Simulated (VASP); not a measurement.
# NbP (I4_1md) in VASP: further runs

Aim: see how the results for NbP move with the level of theory and the settings. Levels: r2SCAN, LDA. Tasks: single point.

Everything below comes from runs of VASP 6.6.1. Logs are shortened: lines on timing, memory, paths and dates and some standing lists are left out, and cuts for length are marked.

### Step 1. The cell of the first run

The structure is tetragonal, space group I4_1md (No. 109). Conventional cell: a = 3.372 Å, b = 3.372 Å, c = 11.556 Å, α = 90.00°, β = 90.00°, γ = 90.00°. Nb (site symmetry 2mm) has 6 P at 2.56 to 2.57 Å and 8 Nb at 3.35 to 3.37 Å within 3.4 Å. Within 3.4 Å of P (site symmetry 2mm) lie 6 Nb at 2.56 to 2.57 Å and 8 P at 3.35 to 3.37 Å.

### Step 2. Single point, r2SCAN

Input file POSCAR:

```
NbP
1.0
   -1.6860157846      1.6860157846      5.7781232452
    1.6860157846     -1.6860157846      5.7781232452
    1.6860157846      1.6860157846     -5.7781232452
Nb P
2 2
Direct
    0.2498808000      0.7498808000      0.5000000000
    0.4998808000      0.4998808000      0.0000000000
    0.8327477700      0.3327477700      0.5000000000
    0.0827477700      0.0827477700      0.0000000000
```

Input file INCAR.step1:

```
SYSTEM = NbP
ALGO = Normal
EDIFF = 1E-4
ENCUT = 520
GGA = PE
ISMEAR = -1
LASPH = .True.
LCHARG = .False.
LREAL = .False.
LWAVE = .True.
NBANDS = 26
NELM = 60
PREC = Accurate
SIGMA = 0.05
```

Input file INCAR.step2:

```
SYSTEM = NbP
ALGO = Normal
EDIFF = 1E-6
ENCUT = 520
ISIF = 2
ISMEAR = -1
ISTART = 1
LASPH = .True.
LCHARG = .False.
LMIXTAU = .True.
LREAL = .False.
LWAVE = .False.
METAGGA = R2SCAN
NBANDS = 26
NELM = 60
PREC = Accurate
SIGMA = 0.05
```

Input file KPOINTS:

```
k-points
0
Gamma
  11 11 11
  0 0 0
```

Potentials or basis: VASP PAW PBE potentials, release 64 (Nb_sv, P).

On the command line:

```sh
cat potpaw_PBE.64/Nb_sv/POTCAR potpaw_PBE.64/P/POTCAR > POTCAR
cp INCAR.step1 INCAR
mpirun -np 1 vasp_std > vasp.out
cp INCAR.step2 INCAR
mpirun -np 1 vasp_std > vasp.out
```

OUTCAR:

```text
SYSTEM = NbP
   EDIFF = 1E-6
   ENCUT = 520
   ISIF = 2
   ISMEAR = -1
   ISTART = 1
   LASPH = .True.
   LREAL = .False.
   METAGGA = R2SCAN
   NELM = 60
   PREC = Accurate

 ion  position               nearest neighbor table
   1  0.250  0.750  0.500-   4 2.56   4 2.56   3 2.57   3 2.57   3 2.57   3 2.57
   2  0.500  0.500  0.000-   3 2.56   3 2.56   4 2.57   4 2.57   4 2.57   4 2.57
   3  0.833  0.333  0.500-   2 2.56   2 2.56   1 2.57   1 2.57   1 2.57   1 2.57
   4  0.083  0.083  0.000-   1 2.56   1 2.56   2 2.57   2 2.57   2 2.57   2 2.57

  LATTYP: Found a body centered tetragonal cell.
 ALAT       =     3.3720315692
 C/A-ratio  =     3.4270872776

  Lattice vectors:

 A1 = (  -1.6860157846,   1.6860157846,   5.7781232452)
 A2 = (   1.6860157846,  -1.6860157846,   5.7781232452)
 A3 = (   1.6860157846,   1.6860157846,  -5.7781232452)

Analysis of symmetry for initial positions (statically):
=====================================================================
 Subroutine PRICEL returns:
 Original cell was already a primitive cell.

 Routine SETGRP: Setting up the symmetry group for a
 body centered tetragonal supercell.

 Subroutine GETGRP returns: Found  8 space group operations
 (whereof  4 operations were pure point group operations)
 out of a pool of 16 trial point group operations.

The static configuration has the point symmetry C_2v.
 The point group associated with its full space group is C_4v.

Analysis of symmetry for dynamics (positions and initial velocities):
=====================================================================
 Subroutine PRICEL returns:
 Original cell was already a primitive cell.

 Routine SETGRP: Setting up the symmetry group for a
 body centered tetragonal supercell.

 Subroutine GETGRP returns: Found  8 space group operations
 (whereof  4 operations were pure point group operations)
 out of a pool of 16 trial point group operations.

The dynamic configuration has the point symmetry C_2v.
 The point group associated with its full space group is C_4v.

 Subroutine INISYM returns: Found  8 space group operations
 (whereof  4 operations are pure point group operations),
 and found     1 'primitive' translations

----------------------------------------------------------------------------------------

                                     Primitive cell

  volume of cell :      65.7007

  direct lattice vectors                    reciprocal lattice vectors
    -1.686015785  1.686015785  5.778123245     0.000000000  0.296557129  0.086533288
[... 90 lines left out ...]
   EDIFF  = 0.1E-05   stopping-criterion for ELM
   LREAL  =      F    real-space projection
   EDIFFG = 0.1E-04   stopping-criterion for IOM
   NSW    =      0    number of steps for IOM
   IBRION =     -1    ionic relax: 0-MD 1-quasi-New 2-CG
   NFREE  =      0    steps in history (QN), initial steepest desc. (CG)
   ISIF   =      2    stress and relaxation
   ISYM   =      2    0-nonsym 1-usesym 2-fastsym
   POTIM  = 0.5000    time-step for ionic-motion
   TEBEG  =    0.0;   TEEND  =   0.0 temperature during run
   PSTRESS=    0.0 pullay stress
   NELECT =      36.0000    total number of electrons
   NUPDOWN=      -1.0000    fix difference up-down
   EMIN   =  10.00;   EMAX   =-10.00  energy-range for DOS
   EFERMI =   0.00;   METHOD = LEGACY
   ISMEAR =    -1;   SIGMA  =   0.05  broadening in eV -4-tet -1-fermi 0-gaus
   EFERMI_NEDOS =   21; number of points for ismear=-14 and -15
   IALGO  =     38    algorithm
   IMIX   =      4    mixing-type and parameters
     AMIX     =   0.40;   BMIX     =  1.00
     AMIX_MAG =   1.60;   BMIX_MAG =  1.00
  volume/ion in A,a.u.               =      16.43       110.84
  Fermi-wavevector in a.u.,A,eV,Ry     =   1.339632  2.531538 24.417219  1.794615
  Thomas-Fermi vector in A             =   2.468009
   LORBIT       =      0    0 simple, 1 ext, 2 COOP (PROOUT), +10 PAW based schemes
   METAGGA = R2SCAN    functional components
   LHFCALC =     F    Hartree Fock is set to
   AEXX    =    0.0000 exact exchange contribution
   IVDW    =     0    specifies the selected vdW correction
   LEPSILON=     F    determine dielectric tensor
   LRPA    =     F    only Hartree local field effects (RPA)
 non-spin polarized calculation
  energy-cutoff  :      520.00
  volume of cell :       65.70
 maximum number of plane-waves:      1791
   NGX = 23   NGY = 23   NGZ = 23

 number of electron      35.9999999 magnetization

 Free energy of the ion-electron system (eV)
  ---------------------------------------------------
  ext. energy  EPLUGINS =         0.00000000
  ---------------------------------------------------
  free energy    TOTEN  =       -72.02204130 eV

  energy without entropy =      -72.01694218  energy(sigma->0) =      -72.01949174

 E-fermi :  10.3261     XC(G=0): -12.7282

 val. band max:       10.3230889044   @ k =  -0.0909  -0.4545   0.0909
 cond. band min:      10.3354751998   @ k =  -0.1818  -0.4545   0.1818
 fundamental gap:      0.0123862954
 Fermi energy:        10.3260840277

 k-point     1 :       0.0000    0.0000    0.0000
  band No.  band energies     occupation
      1     -46.5611      2.00000
      2     -46.5239      2.00000
      3     -22.0984      2.00000
      4     -21.9027      2.00000
      5     -21.9027      2.00000
      6     -21.7613      2.00000
[... 685 lines left out ...]
     25      14.5853      0.00000
     26      15.8285      0.00000

 [... further k-points ...]

------------------------ aborting loop because EDIFF is reached ----------------------------------------

  FORCE on cell =-STRESS in cart. coord.  units (eV):
  Direction    XX          YY          ZZ          XY          YZ          ZX
  --------------------------------------------------------------------------------------
  -------------------------------------------------------------------------------------
  Total       -2.4294972     -2.4294972     -2.0534940      0.0000000      0.0000000      0.0000000
  in kB      -59.2457112    -59.2457112    -50.0764977      0.0000000      0.0000000      0.0000000
  external PRESSURE =     -56.1893067 kB  Pullay stress =       0.0000000 kB

 VOLUME and BASIS-vectors are now :
 -----------------------------------------------------------------------------
  energy-cutoff  :      520.00
  volume of cell :       65.70
      direct lattice vectors                 reciprocal lattice vectors
    -1.686015785  1.686015785  5.778123245     0.000000000  0.296557129  0.086533288
     1.686015785 -1.686015785  5.778123245     0.296557129  0.000000000  0.086533288
     1.686015785  1.686015785 -5.778123245     0.296557129  0.296557129  0.000000000

 POSITION                                       TOTAL-FORCE (eV/Angst)
 -----------------------------------------------------------------------------------
      1.68602      0.00000      2.88768         0.000000     -0.000000     -0.010473
      0.00000      0.00000      5.77675        -0.000000      0.000000     -0.010473
      0.00000      1.68602      3.84532         0.000000      0.000000      0.010473
      0.00000      0.00000      0.95625        -0.000000     -0.000000      0.010473
 -----------------------------------------------------------------------------------
    total drift:                                0.000000      0.000000      0.000184

  FREE ENERGIE OF THE ION-ELECTRON SYSTEM (eV)
  ---------------------------------------------------
  free  energy   TOTEN  =       -72.0220412981 eV

  energy  without entropy=      -72.0169421830  energy(sigma->0) =      -72.01949174
```

OUTCAR.step1:

```text
SYSTEM = NbP
   EDIFF = 1E-4
   ENCUT = 520
   GGA = PE
   ISMEAR = -1
   LASPH = .True.
   LREAL = .False.
   NELM = 60
[... 924 lines left out ...]
      0.00000      0.00000      5.77675        -0.000000      0.000000      0.008337
      0.00000      1.68602      3.84532         0.000000      0.000000     -0.008337
      0.00000      0.00000      0.95625        -0.000000     -0.000000     -0.008337
 -----------------------------------------------------------------------------------
    total drift:                               -0.000000     -0.000000      0.000215

  FREE ENERGIE OF THE ION-ELECTRON SYSTEM (eV)
  ---------------------------------------------------
  free  energy   TOTEN  =       -35.2906557849 eV

  energy  without entropy=      -35.2849998025  energy(sigma->0) =      -35.28782779
```

OSZICAR.step1:

```text
N       E                     dE             d eps       ncg     rms          rms(c)
DAV:   1     0.346584989346E+03    0.34658E+03   -0.19012E+04  6568   0.137E+03
DAV:   2    -0.811140781613E+01   -0.35470E+03   -0.34440E+03  7766   0.501E+02
DAV:   3    -0.360787580748E+02   -0.27967E+02   -0.27514E+02 12176   0.106E+02
DAV:   4    -0.376740959985E+02   -0.15953E+01   -0.15866E+01  9728   0.207E+01
DAV:   5    -0.377467941082E+02   -0.72698E-01   -0.72636E-01 11690   0.477E+00    0.124E+01
DAV:   6    -0.352785215301E+02    0.24683E+01   -0.87006E+00 10088   0.202E+01    0.451E+00
DAV:   7    -0.352929643380E+02   -0.14443E-01   -0.66740E-01  9792   0.448E+00    0.296E+00
DAV:   8    -0.352901479058E+02    0.28164E-02   -0.84917E-02 10202   0.188E+00    0.480E-01
DAV:   9    -0.352902683141E+02   -0.12041E-03   -0.74278E-03 10578   0.531E-01    0.321E-01
DAV:  10    -0.352906784338E+02   -0.41012E-03   -0.19768E-03  7952   0.409E-01    0.552E-02
DAV:  11    -0.352906557849E+02    0.22649E-04   -0.84745E-05  5388   0.926E-02
   1 F= -.35290656E+02 E0= -.35287828E+02  d E =-.565598E-02
```

It took 20 min on 1 thread of Intel Xeon Platinum 8488C (Sapphire Rapids), shared host; peak memory 0.47 GiB.

What came out:

```yaml
Free_energy: -72.0220 eV
Pressure: -5.6 GPa
Largest_force: 0.010 eV/Å
Band_gap_on_the_k_mesh: zero (bands 18 and 19 overlap by 0.01 eV)
```

Forces in eV/Å, atoms in the order of the input:
```
Nb   0.000  0.000 -0.010
Nb   0.000  0.000 -0.010
P    0.000  0.000  0.010
P    0.000  0.000  0.010
```

Caveat: the cell stands under tension; the PAW data sets were made with another functional, which shifts forces and pressure a little.

### Step 3. Single point, r2SCAN

This run uses another cell than the first one, of 16.75 Å³/atom.

Input file POSCAR:

```
NbP
1.0
   -1.6969642459      1.6969642459      5.8156445774
    1.6969642459     -1.6969642459      5.8156445774
    1.6969642459      1.6969642459     -5.8156445774
Nb P
2 2
Direct
    0.2498808000      0.7498808000      0.5000000000
    0.4998808000      0.4998808000      0.0000000000
    0.8327477700      0.3327477700      0.5000000000
    0.0827477700      0.0827477700      0.0000000000
```

Input file INCAR.step1:

```
  PREC = Accurate
  ENCUT = 520
  ISMEAR = -1
  SIGMA = 0.05
  LREAL = False
  LASPH = True
  NELM = 80
  NBANDS = 26
  GGA = PE
  ALGO = Normal
  EDIFF = 1E-4
  LWAVE = True
  LCHARG = False
```

Input file INCAR.step2:

```
  PREC = Accurate
  ENCUT = 520
  EDIFF = 1E-6
  ISMEAR = -1
  SIGMA = 0.05
  LREAL = False
  LASPH = True
  NELM = 80
  ALGO = Normal
  ISIF = 2
  LWAVE = False
  LCHARG = False
  METAGGA = R2SCAN
  LMIXTAU = True
  NBANDS = 26
  ISTART = 1
```

Input file KPOINTS:

```
Automatic mesh
0
Gamma
  11 11 11
```

Potentials or basis: VASP PAW PBE potentials, release 64 (Nb_sv, P).

On the command line:

```sh
cat potpaw_PBE.64/Nb_sv/POTCAR potpaw_PBE.64/P/POTCAR > POTCAR
cp INCAR.step1 INCAR
mpirun -np 1 vasp_std > vasp.out
cp INCAR.step2 INCAR
mpirun -np 1 vasp_std > vasp.out
```

Run time: 18 min. Hardware: 1 thread of Intel Xeon Platinum 8488C (Sapphire Rapids), shared host; peak memory 0.46 GiB.

Results (log left out):

```
Free energy            : -71.9642 eV
Pressure               : -8.8 GPa
Largest force          : 0.016 eV/Å
Band gap on the k mesh : zero (bands 18 and 19 overlap by 0.02 eV)
```

Forces on the atoms (eV/Å):
```
Nb   0.000  0.000 -0.016
Nb   0.000  0.000 -0.016
P    0.000  0.000  0.016
P    0.000  0.000  0.016
```

Stress tensor (GPa, compression positive):
```
-9.30  0.00  0.00
 0.00 -9.30  0.00
 0.00  0.00 -7.90
```

Levels at points of the mesh, in eV from the Fermi level:
| k point | band 16 | band 17 | band 18 | band 19 | band 20 | band 21 |
| --- | --- | --- | --- | --- | --- | --- |
| (0.00, 0.00, 0.00) | -1.70 | -1.48 | -1.48 | 0.83 | 1.57 | 2.66 |

Caveat: the cell stands under tension; the PAW data sets were made with another functional, which shifts forces and pressure a little.

[end of part 1 of 2]
